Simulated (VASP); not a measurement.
# AgCl (F-43m) in VASP: settings compared

AgCl is run at these levels: LDA, r2SCAN; tasks: single point.

Program: VASP 6.6.1. These are calculated values, not measurements. Logs are shortened: lines on timing, memory, paths and dates and some standing lists are left out, and cuts for length are marked.

**1. The cell of the first run**

Symmetry: F-43m, No. 216, cubic system. The conventional cell has a = 5.987 Å, b = 5.987 Å, c = 5.987 Å, α = 90.00°, β = 90.00°, γ = 90.00°. Within 3.4 Å of Ag (site symmetry -43m) lie 4 Cl at 2.59 Å. Cl (site symmetry -43m) has 4 Ag at 2.59 Å within 3.4 Å.

**2. Single point, LDA**

The input, INCAR:

```
SYSTEM = AgCl
  PREC = Accurate
  ENCUT = 520
  EDIFF = 1E-7
  ISMEAR = 0
  SIGMA = 0.01
  LREAL = .FALSE.
  LASPH = .TRUE.
  NELM = 100
  ALGO = Normal
  ISIF = 2
  LWAVE = .FALSE.
  LCHARG = .FALSE.
  GGA = CA
  NBANDS = 16
```

The input, KPOINTS:

```
Automatic mesh
0
G
  8 8 8
  0 0 0
```

The input, POSCAR:

```
AgCl
1.0
    0.0000000000      2.9932645783      2.9932645783
    2.9932645783      0.0000000000      2.9932645783
    2.9932645783      2.9932645783      0.0000000000
Ag Cl
1 1
Direct
    0.0000000000      0.0000000000      0.0000000000
    0.2500000000      0.2500000000      0.2500000000
```

Potentials or basis: VASP PAW LDA potentials, release 64 (Ag, Cl).

Launch:

```
$ cat potpaw_LDA.64/Ag/POTCAR potpaw_LDA.64/Cl/POTCAR > POTCAR
$ mpirun -np 1 vasp_std > vasp.out
```

OUTCAR:

```text
SYSTEM = AgCl
   PREC = Accurate
   ENCUT = 520
   EDIFF = 1E-7
   ISMEAR = 0
   LREAL = .FALSE.
   LASPH = .TRUE.
   NELM = 100
   ISIF = 2
   GGA = CA

 ion  position               nearest neighbor table
   1  0.000  0.000  0.000-   2 2.59   2 2.59   2 2.59   2 2.59
   2  0.250  0.250  0.250-   1 2.59   1 2.59   1 2.59   1 2.59

  LATTYP: Found a face centered cubic cell.
 ALAT       =     5.9865291566

  Lattice vectors:

 A1 = (   0.0000000000,   2.9932645783,   2.9932645783)
 A2 = (   2.9932645783,   0.0000000000,   2.9932645783)
 A3 = (   2.9932645783,   2.9932645783,   0.0000000000)

Analysis of symmetry for initial positions (statically):
=====================================================================
 Subroutine PRICEL returns:
 Original cell was already a primitive cell.

 Routine SETGRP: Setting up the symmetry group for a
 face centered cubic supercell.

 Subroutine GETGRP returns: Found 24 space group operations
 (whereof 24 operations were pure point group operations)
 out of a pool of 48 trial point group operations.

The static configuration has the point symmetry T_d .

Analysis of symmetry for dynamics (positions and initial velocities):
=====================================================================
 Subroutine PRICEL returns:
 Original cell was already a primitive cell.

 Routine SETGRP: Setting up the symmetry group for a
 face centered cubic supercell.

 Subroutine GETGRP returns: Found 24 space group operations
 (whereof 24 operations were pure point group operations)
 out of a pool of 48 trial point group operations.

The dynamic configuration has the point symmetry T_d .

 Subroutine INISYM returns: Found 24 space group operations
 (whereof 24 operations are pure point group operations),
 and found     1 'primitive' translations

----------------------------------------------------------------------------------------

                                     Primitive cell

  volume of cell :      53.6371

  direct lattice vectors                    reciprocal lattice vectors
     0.000000000  2.993264578  2.993264578    -0.167041699  0.167041699  0.167041699
     2.993264578  0.000000000  2.993264578     0.167041699 -0.167041699  0.167041699
     2.993264578  2.993264578  0.000000000     0.167041699  0.167041699 -0.167041699

  length of vectors
     4.233115362  4.233115362  4.233115362     0.289324709  0.289324709  0.289324709

  position of ions in fractional coordinates (direct lattice)
     0.000000000  0.000000000  0.000000000
     0.250000000  0.250000000  0.250000000

  ion indices of the primitive-cell ions
   primitive index   ion index
                 1           1
                 2           2

----------------------------------------------------------------------------------------

 KPOINTS: Automatic mesh

Automatic generation of k-mesh.
 Grid dimensions read from file:
 generate k-points for:    8    8    8

 Generating k-lattice:

  Cartesian coordinates                     Fractional coordinates (reciprocal lattice)
    -0.020880212  0.020880212  0.020880212     0.125000000  0.000000000  0.000000000
     0.020880212 -0.020880212  0.020880212     0.000000000  0.125000000  0.000000000
     0.020880212  0.020880212 -0.020880212     0.000000000  0.000000000  0.125000000

  Length of vectors
     0.036165589  0.036165589  0.036165589

  Shift w.r.t. Gamma in fractional coordinates (k-lattice)
     0.000000000  0.000000000  0.000000000

 Subroutine IBZKPT returns following result:
 ===========================================

 Found     29 irreducible k-points:

 Following reciprocal coordinates:
            Coordinates               Weight
  0.000000  0.000000  0.000000      1.000000
  0.125000  0.000000  0.000000      8.000000
  0.250000  0.000000  0.000000      8.000000
  0.375000  0.000000  0.000000      8.000000
  0.500000  0.000000  0.000000      4.000000
  0.125000  0.125000  0.000000      6.000000
[... 16 lines left out ...]
  0.500000  0.250000  0.125000     48.000000
 -0.375000  0.250000  0.125000     24.000000
 [... further k-points ...]
   k-points           NKPTS =     29   k-points in BZ     NKDIM =     29   number of bands    NBANDS=     16
   number of dos      NEDOS =    301   number of ions     NIONS =      2
   total plane-waves  NPLWV =  32768
   dimension x,y,z NGX =    32 NGY =   32 NGZ =   32
   dimension x,y,z NGXF=    64 NGYF=   64 NGZF=   64
   ions per type =               1   1
   NGX,Y,Z   is equivalent  to a cutoff of  12.57, 12.57, 12.57 a.u.
   NGXF,Y,Z  is equivalent  to a cutoff of  25.13, 25.13, 25.13 a.u.
 SYSTEM =  AgCl
   PREC   = accura    normal or accurate (medium, high low for compatibility)
   ISTART =      0    job   : 0-new  1-cont  2-samecut
   ICHARG =      2    charge: 1-file 2-atom 10-const
   ISPIN  =      1    spin polarized calculation?
   LNONCOLLINEAR =      F non collinear calculations
   LSORBIT =      F    spin-orbit coupling
   LASPH  =      T    aspherical Exc in radial PAW
   ENCUT  =  520.0 eV  38.22 Ry    6.18 a.u.   7.87  7.87  7.87*2*pi/ulx,y,z
   NELM   =    100;   NELMIN=  2; NELMDL= -5     # of ELM steps
   EDIFF  = 0.1E-06   stopping-criterion for ELM
   LREAL  =      F    real-space projection
   EDIFFG = 0.1E-05   stopping-criterion for IOM
   NSW    =      0    number of steps for IOM
   IBRION =     -1    ionic relax: 0-MD 1-quasi-New 2-CG
   NFREE  =      0    steps in history (QN), initial steepest desc. (CG)
   ISIF   =      2    stress and relaxation
   ISYM   =      2    0-nonsym 1-usesym 2-fastsym
   POTIM  = 0.5000    time-step for ionic-motion
   TEBEG  =    0.0;   TEEND  =   0.0 temperature during run
   PSTRESS=    0.0 pullay stress
   NELECT =      18.0000    total number of electrons
   NUPDOWN=      -1.0000    fix difference up-down
   EMIN   =  10.00;   EMAX   =-10.00  energy-range for DOS
   EFERMI =   0.00;   METHOD = LEGACY
   ISMEAR =     0;   SIGMA  =   0.01  broadening in eV -4-tet -1-fermi 0-gaus
   EFERMI_NEDOS =   21; number of points for ismear=-14 and -15
   IALGO  =     38    algorithm
   IMIX   =      4    mixing-type and parameters
     AMIX     =   0.40;   BMIX     =  1.00
     AMIX_MAG =   1.60;   BMIX_MAG =  1.00
  volume/ion in A,a.u.               =      26.82       180.98
  Fermi-wavevector in a.u.,A,eV,Ry     =   1.137655  2.149856 17.609460  1.294259
  Thomas-Fermi vector in A             =   2.274360
   LORBIT       =      0    0 simple, 1 ext, 2 COOP (PROOUT), +10 PAW based schemes
   GGA     = CA    functional components
   LHFCALC =     F    Hartree Fock is set to
   AEXX    =    0.0000 exact exchange contribution
   IVDW    =     0    specifies the selected vdW correction
   LEPSILON=     F    determine dielectric tensor
   LRPA    =     F    only Hartree local field effects (RPA)
 non-spin polarized calculation
 Gauss-broadening in eV      SIGMA  =   0.01
  energy-cutoff  :      520.00
  volume of cell :       53.64
 maximum number of plane-waves:      1459
   NGX = 15   NGY = 15   NGZ = 15

 number of electron      17.9999995 magnetization

 Free energy of the ion-electron system (eV)
  ---------------------------------------------------
  ext. energy  EPLUGINS =         0.00000000
  ---------------------------------------------------
  free energy    TOTEN  =        -6.63043420 eV

  energy without entropy =       -6.63043420  energy(sigma->0) =       -6.63043420

 E-fermi :   1.5681     XC(G=0):  -9.0887

 val. band max:        1.4856665348   @ k =   0.0000   0.0000   0.0000
 cond. band min:       2.4523774174   @ k =   0.0000   0.0000   0.0000
 fundamental gap:      0.9667108826
 Fermi energy:         1.5681293322

 k-point     1 :       0.0000    0.0000    0.0000
  band No.  band energies     occupation
      1     -13.2702      2.00000
      2      -2.6530      2.00000
      3      -2.6530      2.00000
      4      -2.6530      2.00000
      5      -0.7107      2.00000
      6      -0.7107      2.00000
[... 8 lines left out ...]
     15      14.0546      0.00000
     16      14.0546      0.00000

 k-point     2 :       0.1250    0.0000    0.0000
  band No.  band energies     occupation
      1     -13.2427      2.00000
      2      -2.7010      2.00000
      3      -2.6225      2.00000
      4      -2.6225      2.00000
      5      -0.7156      2.00000
      6      -0.7156      2.00000
[... 8 lines left out ...]
     15      13.4478      0.00000
     16      14.2781      0.00000

 k-point     3 :       0.2500    0.0000    0.0000
  band No.  band energies     occupation
      1     -13.1757      2.00000
      2      -2.7737      2.00000
      3      -2.5510      2.00000
      4      -2.5510      2.00000
      5      -0.7107      2.00000
      6      -0.7107      2.00000
[... 8 lines left out ...]
     15      13.1583      0.00000
     16      13.5384      0.00000

 k-point     4 :       0.3750    0.0000    0.0000
  band No.  band energies     occupation
      1     -13.1077      2.00000
      2      -2.7767      2.00000
      3      -2.4839      2.00000
      4      -2.4839      2.00000
      5      -0.6734      2.00000
      6      -0.6734      2.00000
[... 8 lines left out ...]
     15      13.8287      0.00000
     16      13.8287      0.00000
[... 324 lines left out ...]
 k-point    22 :       0.3750    0.2500    0.1250
  band No.  band energies     occupation
      1     -13.1260      2.00000
      2      -2.8333      2.00000
      3      -2.4744      2.00000
      4      -2.4470      2.00000
      5      -0.7828      2.00000
      6      -0.6375      2.00000
[... 8 lines left out ...]
     15      14.2038      0.00000
     16      15.8955      0.00000

 k-point    23 :       0.5000    0.2500    0.1250
  band No.  band energies     occupation
      1     -13.0716      2.00000
      2      -2.7456      2.00000
      3      -2.4754      2.00000
      4      -2.3576      2.00000
      5      -0.7354      2.00000
      6      -0.6475      2.00000
[... 8 lines left out ...]
     15      14.6093      0.00000
     16      15.0557      0.00000

 k-point    24 :      -0.3750    0.2500    0.1250
  band No.  band energies     occupation
      1     -13.0489      2.00000
      2      -2.6411      2.00000
      3      -2.5182      2.00000
      4      -2.3172      2.00000
      5      -0.7554      2.00000
      6      -0.6488      2.00000
[... 8 lines left out ...]
     15      14.1999      0.00000
     16      15.1515      0.00000

 [... further k-points ...]

------------------------ aborting loop because EDIFF is reached ----------------------------------------

  FORCE on cell =-STRESS in cart. coord.  units (eV):
  Direction    XX          YY          ZZ          XY          YZ          ZX
  --------------------------------------------------------------------------------------
  -------------------------------------------------------------------------------------
  Total       -1.3522970     -1.3522970     -1.3522970      0.0000000      0.0000000      0.0000000
  in kB      -40.3940471    -40.3940471    -40.3940471      0.0000000      0.0000000      0.0000000
  external PRESSURE =     -40.3940471 kB  Pullay stress =       0.0000000 kB

 VOLUME and BASIS-vectors are now :
 -----------------------------------------------------------------------------
  energy-cutoff  :      520.00
  volume of cell :       53.64
      direct lattice vectors                 reciprocal lattice vectors
     0.000000000  2.993264578  2.993264578    -0.167041699  0.167041699  0.167041699
     2.993264578  0.000000000  2.993264578     0.167041699 -0.167041699  0.167041699
     2.993264578  2.993264578  0.000000000     0.167041699  0.167041699 -0.167041699

 POSITION                                       TOTAL-FORCE (eV/Angst)
 -----------------------------------------------------------------------------------
      0.00000      0.00000      0.00000        -0.000000     -0.000000     -0.000000
      1.49663      1.49663      1.49663         0.000000      0.000000      0.000000
 -----------------------------------------------------------------------------------
    total drift:                                0.000000      0.000000      0.000000

  FREE ENERGIE OF THE ION-ELECTRON SYSTEM (eV)
  ---------------------------------------------------
  free  energy   TOTEN  =        -6.6304341962 eV

  energy  without entropy=       -6.6304341962  energy(sigma->0) =       -6.63043420
```

It took 24 s on 1 thread of Intel Xeon 8259CL, shared host; peak memory 0.16 GiB.

What came out:

```
Free energy            : -6.6304 eV
Pressure               : -4.0 GPa
Band gap on the k mesh : 0.97 eV
```

Caveat: the cell stands under tension.

**3. Single point, r2SCAN**

POSCAR is that of step 2.

The input, INCAR.step1:

```
PREC     = Accurate       # precision mode
ENCUT    = 520            # plane-wave cutoff, eV
ISMEAR   = 0              # smearing method
SIGMA    = 0.01           # smearing width, eV
LREAL    = False          # projectors in reciprocal space
LASPH    = True           # aspherical terms in the spheres
NELM     = 80             # most SCF steps
NBANDS   = 16             # bands
GGA      = PE             # functional
ALGO     = Normal         # electronic algorithm
EDIFF    = 1E-4           # SCF threshold, eV
LWAVE    = True           # write WAVECAR
LCHARG   = False          # write CHGCAR
```

The input, INCAR.step2:

```
PREC     = Accurate       # precision mode
ENCUT    = 520            # plane-wave cutoff, eV
EDIFF    = 1E-6           # SCF threshold, eV
ISMEAR   = 0              # smearing method
SIGMA    = 0.01           # smearing width, eV
LREAL    = False          # projectors in reciprocal space
LASPH    = True           # aspherical terms in the spheres
NELM     = 80             # most SCF steps
ALGO     = Normal         # electronic algorithm
ISIF     = 2              # what is computed and relaxed
LWAVE    = False          # write WAVECAR
LCHARG   = False          # write CHGCAR
METAGGA  = R2SCAN         # meta-GGA
LMIXTAU  = True         
NBANDS   = 16             # bands
ISTART   = 1
```

The input, KPOINTS:

```
regular mesh
0
Gamma
  8 8 8
```

Potentials or basis: VASP PAW PBE potentials, release 64 (Ag, Cl).

Launch:

```
$ cat potpaw_PBE.64/Ag/POTCAR potpaw_PBE.64/Cl/POTCAR > POTCAR
$ cp INCAR.step1 INCAR
$ mpirun -np 1 vasp_std > vasp.out
$ cp INCAR.step2 INCAR
$ mpirun -np 1 vasp_std > vasp.out
```

Wall time 89 s (1 thread of Intel Xeon 8259CL, shared host); peak memory 0.19 GiB.

It converged, with:

| Item | Value |
| --- | --- |
| Free energy | -28.5439 eV |
| Pressure | -0.1 GPa |
| Band gap on the k mesh | 1.60 eV |

Levels at points of the mesh, in eV from the valence-band top:
```
           k point  band 6  band 7  band 8  band 9  band 10  band 11  band 12  band 13
(0.00, 0.00, 0.00)   -2.13    0.00    0.00    0.00     1.60     8.67     8.67     8.67
(0.50, 0.00, 0.00)   -2.06   -1.97   -0.58   -0.58     4.21     6.99     8.95     8.95
(0.50, 0.50, 0.00)   -1.98   -1.70   -1.37   -1.37     5.08     5.96     8.95    11.33
```

Caveat: the PAW data sets were made with another functional, which shifts forces and pressure a little.
